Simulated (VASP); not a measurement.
# Al (P6_3/mmc) in VASP: a series of runs, part 2 of 2

VASP 6.6.1.

## (4) Single point, LDA

This run uses another cell than the first one, of 17.88 Å³/atom.

INCAR

```
PREC = Accurate
ENCUT = 520
EDIFF = 1E-7
ISMEAR = 0
SIGMA = 0.15
LREAL = F
LASPH = T
NELM = 100
ALGO = Normal
ISIF = 2
LWAVE = F
LCHARG = F
NBANDS = 10
```

KPOINTS

```
regular mesh
0
Gamma
  18 18 10
```

POSCAR

```
Al
1.0
    2.9986000000      0.0000000000      0.0000000000
   -1.4993000000      2.5968637758      0.0000000000
    0.0000000000      0.0000000000      4.5925000000
Al
2
Direct
    0.6666666667      0.3333333333      0.7500000000
    0.3333333333      0.6666666667      0.2500000000
```

Potentials or basis: VASP PAW LDA potentials, release 64 (Al).

The run is started by

```bash
cat potpaw_LDA.64/Al/POTCAR > POTCAR
mpirun -np 1 vasp_std > vasp.out
```

OUTCAR:

```text
PREC = Accurate
   ENCUT = 520
   EDIFF = 1E-7
   ISMEAR = 0
   LREAL = F
   LASPH = T
   NELM = 100
   ISIF = 2

 ion  position               nearest neighbor table
   1  0.667  0.333  0.750-   2 2.88   2 2.88   2 2.88   2 2.88   2 2.88   2 2.88
   2  0.333  0.667  0.250-   1 2.88   1 2.88   1 2.88   1 2.88   1 2.88   1 2.88

  LATTYP: Found a hexagonal cell.
 ALAT       =     2.9986000000
 C/A-ratio  =     1.5315480558

  Lattice vectors:

 A1 = (   2.9986000000,   0.0000000000,   0.0000000000)
 A2 = (  -1.4993000000,   2.5968637758,   0.0000000000)
 A3 = (   0.0000000000,   0.0000000000,   4.5925000000)

Analysis of symmetry for initial positions (statically):
=====================================================================
 Subroutine PRICEL returns:
 Original cell was already a primitive cell.

 Routine SETGRP: Setting up the symmetry group for a
 hexagonal supercell.

 Subroutine GETGRP returns: Found 24 space group operations
 (whereof 12 operations were pure point group operations)
 out of a pool of 24 trial point group operations.

The static configuration has the point symmetry D_3d.
[... 165 lines left out ...]

 val. band max:        6.9492904561   @ k =   0.1111   0.1111   0.2000
 cond. band min:       6.9702318269   @ k =   0.3333   0.1111   0.4000
 fundamental gap:      0.0209413709
 Fermi energy:         6.9555101345

 k-point     1 :       0.0000    0.0000    0.0000
  band No.  band energies     occupation
      1      -3.5815      2.00000
      2       3.0896      2.00000
      3       3.4603      2.00000
      4      15.7884      0.00000
      5      15.7884      0.00000
      6      16.6919      0.00000
      7      16.6919      0.00000
      8      19.0702      0.00000
      9      19.2390      0.00000
     10      21.5558      0.00000
[... 287 lines left out ...]
 k-point    24 :       0.3889    0.1111    0.0000
  band No.  band energies     occupation
      1       0.8612      2.00000
      2       3.2381      2.00000
      3       7.1906      0.02666
      4       7.7980      0.00000
      5       8.9646      0.00000
      6       9.6793      0.00000
      7      10.3184      0.00000
      8      15.4376      0.00000
      9      15.5740      0.00000
     10      15.9312      0.00000

 [... further k-points ...]
[... 5 lines left out ...]
  --------------------------------------------------------------------------------------
  -------------------------------------------------------------------------------------
  Total       -1.7155838     -1.7155838     -1.0862195      0.0000000     -0.0000000      0.0000000
  in kB      -76.8609345    -76.8609345    -48.6643947      0.0000000     -0.0000000      0.0000000
  external PRESSURE =     -67.4620879 kB  Pullay stress =       0.0000000 kB

 VOLUME and BASIS-vectors are now :
 -----------------------------------------------------------------------------
  energy-cutoff  :      520.00
  volume of cell :       35.76
      direct lattice vectors                 reciprocal lattice vectors
     2.998600000  0.000000000  0.000000000     0.333488962  0.192539942  0.000000000
    -1.499300000  2.596863776  0.000000000     0.000000000  0.385079883  0.000000000
     0.000000000  0.000000000  4.592500000     0.000000000  0.000000000  0.217746326

 POSITION                                       TOTAL-FORCE (eV/Angst)
 -----------------------------------------------------------------------------------
      1.49930      0.86562      3.44437         0.000000     -0.000000      0.000000
     -0.00000      1.73124      1.14813        -0.000000      0.000000      0.000000
 -----------------------------------------------------------------------------------
    total drift:                               -0.000000      0.000000     -0.000000

  FREE ENERGIE OF THE ION-ELECTRON SYSTEM (eV)
  ---------------------------------------------------
  free  energy   TOTEN  =        -8.2075854298 eV

  energy  without entropy=       -8.1966650772  energy(sigma->0) =       -8.20212525
```

OSZICAR:

```text
N       E                     dE             d eps       ncg     rms          rms(c)
DAV:   1    -0.890440852198E+00   -0.89044E+00   -0.22437E+03  4440   0.465E+02
DAV:   2    -0.810306679625E+01   -0.72126E+01   -0.69364E+01  5798   0.531E+01
DAV:   3    -0.826552999665E+01   -0.16246E+00   -0.16124E+00  5900   0.642E+00
DAV:   4    -0.826610459597E+01   -0.57460E-03   -0.57456E-03  5326   0.443E-01
DAV:   5    -0.826610777940E+01   -0.31834E-05   -0.31833E-05  5362   0.328E-02    0.171E+00
DAV:   6    -0.823019040222E+01    0.35917E-01   -0.64313E-03  4948   0.357E-01    0.965E-01
DAV:   7    -0.820771442154E+01    0.22476E-01   -0.14818E-02  4864   0.530E-01    0.174E-01
DAV:   8    -0.820758591871E+01    0.12850E-03   -0.13636E-04  6076   0.675E-02    0.147E-02
DAV:   9    -0.820758550830E+01    0.41042E-06   -0.69879E-07  5346   0.495E-03    0.211E-03
DAV:  10    -0.820758542979E+01    0.78506E-07   -0.35326E-08  4060   0.105E-03
   1 F= -.82075854E+01 E0= -.82021253E+01  d E =-.109204E-01
```

stdout:

```text
POSCAR found type information on POSCAR Al
 POSCAR found :  1 types and       2 ions
 scaLAPACK will be used
 LDA part: xc-table for (Slater(with rela. corr.)+CA(PZ))
 , standard interpolation
 POSCAR, INCAR and KPOINTS ok, starting setup
 FFT: planning ... GRIDC
 FFT: planning ... GRID_SOFT
 FFT: planning ... GRID
 WAVECAR not read
 entering main loop
```

Wall time 77 s (1 thread of Intel Xeon 8259CL, shared host); peak memory 0.18 GiB.

Results:

- Free energy: -8.2076 eV
- Pressure: -6.7 GPa
- Band gap on the k mesh: zero (bands 3 and 4 overlap by 8.08 eV)

Stress tensor (GPa, compression positive):
```
-7.69  0.00  0.00
 0.00 -7.69  0.00
 0.00  0.00 -4.87
```

Caveat: the cell stands under tension.

## (5) Single point, LDA

This run uses another cell than the first one, of 17.82 Å³/atom.

INCAR

```
ALGO = Normal
EDIFF = 1E-6
ENCUT = 520
ISIF = 2
ISMEAR = 0
LASPH = True
LCHARG = False
LREAL = False
LWAVE = False
NBANDS = 10
NELM = 60
PREC = Accurate
SIGMA = 0.15
```

KPOINTS

```
k-points
0
Gamma
  18 18 10
```

POSCAR

```
Al
1.0
    2.8515000000      0.0000000000      0.0000000000
   -1.4257500000      2.4694714389      0.0000000000
    0.0000000000      0.0000000000      5.0611000000
Al
2
Direct
    0.6666666667      0.3333333333      0.7500000000
    0.3333333333      0.6666666667      0.2500000000
```

The run is started by

```bash
cat potpaw_LDA.64/Al/POTCAR > POTCAR
mpirun -np 1 vasp_std > vasp.out
```

It took 68 s on 1 thread of Intel Xeon 8259CL, shared host; peak memory 0.18 GiB.

Results (log left out):

- Free energy: -8.2220 eV
- Pressure: -6.5 GPa
- Band gap on the k mesh: zero (bands 3 and 4 overlap by 6.33 eV)

Stress tensor (GPa, compression positive):
```
-5.80  0.00  0.00
 0.00 -5.80  0.00
 0.00  0.00 -7.90
```

Levels at points of the mesh, in eV from the Fermi level:
```csv
k point,band 1,band 2,band 3,band 4,band 5,band 6,band 7,band 8
"(0.00, 0.00, 0.00)",-10.55,-5.23,-4.56,10.41,10.83,11.15,11.15,11.55
"(0.50, 0.00, 0.00)",-4.71,-4.54,0.31,0.70,0.95,1.61,6.18,7.61
"(0.00, 0.00, 0.50)",-9.12,-9.12,1.91,1.91,12.27,12.27,12.27,12.27
"(0.50, 0.00, 0.50)",-3.51,-3.51,-2.94,-2.94,7.07,7.07,7.26,7.26
```

Caveat: the cell stands under tension.

## (6) Single point, LDA

This run uses another cell than the first one, of 18.10 Å³/atom.

INCAR

```
ALGO = Normal
EDIFF = 1E-6
ENCUT = 520
GGA = CA
ISIF = 2
ISMEAR = 0
LASPH = T
LCHARG = T
LELF = T
LREAL = F
LVHAR = T
LWAVE = F
NBANDS = 10
NELM = 100
PREC = Accurate
SIGMA = 0.15
```

KPOINTS is that of step 5.

POSCAR

```
Al
1.0
    2.9006000000      0.0000000000      0.0000000000
   -1.4503000000      2.5119932862      0.0000000000
    0.0000000000      0.0000000000      4.9674000000
Al
2
Direct
    0.6666666667      0.3333333333      0.7500000000
    0.3333333333      0.6666666667      0.2500000000
```

Potentials or basis: VASP PAW LDA potentials, release 64 (Al).

The run is started by

```bash
cat potpaw_LDA.64/Al/POTCAR > POTCAR
mpirun -np 1 vasp_std > vasp.out
```

OUTCAR:

```text
EDIFF = 1E-6
   ENCUT = 520
   GGA = CA
   ISIF = 2
   ISMEAR = 0
   LASPH = T
   LREAL = F
   NELM = 100
   PREC = Accurate

 ion  position               nearest neighbor table
   1  0.667  0.333  0.750-   2 3.00   2 3.00   2 3.00   2 3.00   2 3.00   2 3.00
   2  0.333  0.667  0.250-   1 3.00   1 3.00   1 3.00   1 3.00   1 3.00   1 3.00

  LATTYP: Found a hexagonal cell.
 ALAT       =     2.9006000000
 C/A-ratio  =     1.7125422326

  Lattice vectors:

[... 491 lines left out ...]
      3       6.7228      1.71069
      4       6.9429      0.31004
      5       8.9978      0.00000
      6       9.5582      0.00000
      7      10.0938      0.00000
      8      15.0100      0.00000
      9      15.7219      0.00000
     10      17.0701      0.00000

 [... further k-points ...]
[... 5 lines left out ...]
  --------------------------------------------------------------------------------------
  -------------------------------------------------------------------------------------
  Total       -1.6950871     -1.6950871     -1.6888492      0.0000000     -0.0000000      0.0000000
  in kB      -75.0355656    -75.0355656    -74.7594348      0.0000000     -0.0000000      0.0000000
  external PRESSURE =     -74.9435220 kB  Pullay stress =       0.0000000 kB

 VOLUME and BASIS-vectors are now :
 -----------------------------------------------------------------------------
  energy-cutoff  :      520.00
  volume of cell :       36.19
      direct lattice vectors                 reciprocal lattice vectors
     2.900600000  0.000000000  0.000000000     0.344756257  0.199045118  0.000000000
    -1.450300000  2.511993286  0.000000000     0.000000000  0.398090236  0.000000000
     0.000000000  0.000000000  4.967400000     0.000000000  0.000000000  0.201312558

 POSITION                                       TOTAL-FORCE (eV/Angst)
 -----------------------------------------------------------------------------------
      1.45030      0.83733      3.72555        -0.000000     -0.000000      0.000000
     -0.00000      1.67466      1.24185         0.000000      0.000000      0.000000
 -----------------------------------------------------------------------------------
    total drift:                                0.000000      0.000000     -0.000000

  FREE ENERGIE OF THE ION-ELECTRON SYSTEM (eV)
  ---------------------------------------------------
  free  energy   TOTEN  =        -8.2026571417 eV

  energy  without entropy=       -8.1921764891  energy(sigma->0) =       -8.19741682
```

OSZICAR:

```text
N       E                     dE             d eps       ncg     rms          rms(c)
DAV:   1    -0.890188100002E+00   -0.89019E+00   -0.23058E+03  4440   0.469E+02
DAV:   2    -0.810223707940E+01   -0.72120E+01   -0.69278E+01  5906   0.543E+01
DAV:   3    -0.825854234852E+01   -0.15631E+00   -0.15458E+00  5842   0.631E+00
DAV:   4    -0.825912593853E+01   -0.58359E-03   -0.58350E-03  5416   0.447E-01
DAV:   5    -0.825912912392E+01   -0.31854E-05   -0.31856E-05  5326   0.337E-02    0.168E+00
DAV:   6    -0.822446434686E+01    0.34665E-01   -0.65408E-03  5010   0.359E-01    0.947E-01
DAV:   7    -0.820279366672E+01    0.21671E-01   -0.14827E-02  4892   0.529E-01    0.170E-01
DAV:   8    -0.820265740904E+01    0.13626E-03   -0.14082E-04  6068   0.674E-02    0.150E-02
DAV:   9    -0.820265714169E+01    0.26735E-06   -0.68912E-07  4958   0.504E-03
   1 F= -.82026571E+01 E0= -.81974168E+01  d E =-.104807E-01
```

Wall time 68 s (1 thread of Intel Xeon 8259CL, shared host); peak memory 0.18 GiB.

Results:

| Property | Result |
| --- | --- |
| Free energy | -8.2027 eV |
| Pressure | -7.5 GPa |
| Band gap on the k mesh | zero (bands 3 and 4 overlap by 6.62 eV) |

Caveat: the cell stands under tension.

## (7) Summary

```tsv
cell	gap on the mesh (eV)	pressure (GPa)
a = 2.950, b = 2.950, c = 4.686 Å, angles 90.0, 90.0, 120.0°, 2 atoms	none	-6.4
a = 2.886, b = 2.886, c = 4.920 Å, angles 90.0, 90.0, 120.0°, 2 atoms	none	-6.6
a = 2.999, b = 2.999, c = 4.593 Å, angles 90.0, 90.0, 120.0°, 2 atoms	none	-6.7
a = 2.852, b = 2.852, c = 5.061 Å, angles 90.0, 90.0, 120.0°, 2 atoms	none	-6.5
a = 2.901, b = 2.901, c = 4.967 Å, angles 90.0, 90.0, 120.0°, 2 atoms	none	-7.5
```

Alike in all rows: task single point; level LDA; potentials or basis VASP PAW LDA potentials, release 64 (Al); no spin polarisation; k mesh 18 × 18 × 10; cutoff (eV) 520; smearing gaussian 0.15 eV.

Caveats: the cell stands under tension.

Absolute energies hang on the potentials; compare differences alone.
